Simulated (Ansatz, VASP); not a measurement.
# Ge in VASP and in Ansatz

The input INCAR:

```
PREC = Accurate
ENCUT = 520
EDIFF = 1E-7
ISMEAR = -1
SIGMA = 0.02
LREAL = F
LASPH = T
NELM = 80
ALGO = Normal
ISIF = 2
LWAVE = F
LCHARG = T
LDIPOL = T
IDIPOL = 3
DIPOL = 0.5 0.5 0.500
GGA = PS
LELF = T
LVHAR = T
LVACPOTAV = T
NBANDS = 36
```

KPOINTS

```
Automatic mesh
0
Gamma
  9 9 1
```

Contents of POSCAR:

```
Ge
1.0
    4.0132784969      0.0000000000      0.0000000000
   -2.0066392484      3.4756011308      0.0000000000
    0.0000000000      0.0000000000     20.0960000000
Ge
4
Direct
    0.1666666665      0.3333333335      0.3980882958
    0.5000000005      0.9999999995      0.4388529777
    0.5000000005      0.9999999995      0.5611470227
    0.8333333335      0.6666666665      0.6019117042
```

Input for Ansatz:

```yaml
crystal:
  lattice:
    - [4.0132784969, 0.0, 0.0]
    - [-2.0066392484, 3.4756011308, 0.0]
    - [0.0, 0.0, 20.096]
  atoms:
    - { symbol: Ge, position: [0.1666666665, 0.3333333335, 0.3980882958] }
    - { symbol: Ge, position: [0.5000000005, 0.9999999995, 0.4388529777] }
    - { symbol: Ge, position: [0.5000000005, 0.9999999995, 0.5611470227] }
    - { symbol: Ge, position: [0.8333333335, 0.6666666665, 0.6019117042] }
kpoints:
  mp_grid: { grid: [9, 9, 1] }
scf:
  occupations: { method: fermi_dirac, width: 0.02 }
hamiltonian:
  xc: pbesol
  pseudopotentials: { kind: paw }
output:
  forces: true
  stress: true
  eigenvalues: true
  populations: true
efield:
  axis: 3
  amplitude: 0
  dipole_correction: true
```

Alike in both runs: task single point; functional PBEsol; k mesh 9 × 9 × 1; occupations fermi-dirac, width 0.02 eV; no spin polarisation.

|  | VASP | Ansatz |
| --- | --- | --- |
| version | VASP 6.6.1 | Ansatz 0.2.0 |
| potentials or method | VASP PAW PBE potentials, release 64 (Ge_d) | PAW with Ansatz's default frozen-core files, scalar-relativistic |
| plane-wave cutoff (eV) | 520 | 420 |
| valence electrons in the cell | 56 | 56 |

|  | VASP | Ansatz | Ansatz less VASP |
| --- | --- | --- | --- |
| rms of the force components (eV/Å) | 0.346 | 0.344 | -0.0027 |

VASP's potentials were made for PBE, not for PBEsol. Atom by atom the forces differ by 0.003 eV/Å (rms over components). The functional is the same, so the differences come from potentials, cutoffs and numerics.
